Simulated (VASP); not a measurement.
The system is BeZn2Te3.

```
Be Zn Te
1.0
     4.59629    0.00000    0.00000
     0.00000    4.59629    0.00000
     0.00000    0.00000    8.06182
Be Zn Te
1 2 3
Direct
  0.00000 0.00000 0.73064
  0.50000 0.50000 0.67005
  0.00000 0.00000 0.45361
  0.50000 0.00000 0.89227
  0.00000 0.50000 0.89227
  0.50000 0.50000 0.36116
```

The cell was generated, and may not be a known phase.

| Property | Result |
| --- | --- |
| Program | VASP 6.6.1 |
| Task | relaxation of cell and atoms |
| Functional | PBE |
| Potentials or basis | VASP PAW PBE potentials, release 64 (Be, Zn, Te) |
| Cutoff | 600 eV |
| k mesh | 8 × 8 × 6 |
| Occupations | gaussian, width 0.1 eV |
| Spin | no spin polarisation |

At the start: pressure 0.3 GPa; volume 28.39 Å³/atom.

Question: How do energy, volume and symmetry change on relaxing?

Answer: Over 12 steps the energy falls by 2.7 meV/atom and the volume is 28.86 Å³/atom (+1.7 %); space group P4mm (No. 99, to 0.1 Å) before and after.

Step by step:
```csv
step,energy change (eV),largest force (eV/Å),pressure (GPa),volume (Å³)
1,0.0000,0.1633,0.27,170.31
2,-0.0042,0.1304,0.01,171.47
3,-0.0048,0.1813,-0.48,173.74
4,-0.0057,0.1115,-0.30,172.82
5,-0.0085,0.0952,-0.25,172.85
6,-0.0136,0.0888,-0.11,172.95
7,-0.0105,0.2259,0.18,173.10
8,-0.0144,0.0938,-0.01,173.01
9,-0.0158,0.0425,0.01,172.98
10,-0.0159,0.0293,0.02,172.97
11,-0.0160,0.0161,0.01,173.07
12,-0.0160,0.0057,0.00,173.16
```

Final structure:
```yaml
crystal:
  lattice:
    - [4.67016, 0.00000, 0.00000]
    - [0.00000, 4.67016, 0.00000]
    - [0.00000, 0.00000, 7.93955]
  atoms:
    - { symbol: Be, position: [0.00000, 0.00000, 0.74043] }
    - { symbol: Zn, position: [0.50000, 0.50000, 0.67434] }
    - { symbol: Zn, position: [0.00000, 0.00000, 0.45265] }
    - { symbol: Te, position: [0.50000, 0.00000, 0.88656] }
    - { symbol: Te, position: [0.00000, 0.50000, 0.88656] }
    - { symbol: Te, position: [0.50000, 0.50000, 0.35945] }
```
